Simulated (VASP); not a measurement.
Runs of VASP 6.6.1 on Ca2P. The structure is that of space group Fm-3m (No. 225), or close to it. The cells are those of the table. The cell was built from a structure type or drawn by symmetry, and may not be a known phase.

| task | level | cell | k mesh | cutoff (eV) | gap on the mesh (eV) | pressure (GPa) |
| --- | --- | --- | --- | --- | --- | --- |
| single point | PBE | a = 4.839 Å, angles 60.0°, 3 atoms | 4 × 4 × 4 | 520 | none | 0.0 |
| single point | PBE | a = 4.827 Å, angles 60.0°, 3 atoms | 12 × 12 × 12 | 520 | none | (a) |
| single point | r2SCAN | a = 4.827 Å, angles 60.0°, 3 atoms | 12 × 12 × 12 | 520 | none | -0.1 |
| relaxation of cell and atoms | PBE | relaxed from a = 4.839 Å, angles 60.0°, 3 atoms | 12 × 12 × 12 | 600 | none | 0.0 |

Alike in all rows: potentials or basis VASP PAW PBE potentials, release 64 (Ca_sv, P); no spin polarisation; smearing gaussian 0.1 eV.

Question: Fill in the values left out.

Answer: (a) 0.2.

Caveats: some runs use coarse meshes; the PAW data sets were made with another functional, which shifts forces and pressure a little (at least some runs).

A gap of «none» marks levels without a gap at the run's occupations.
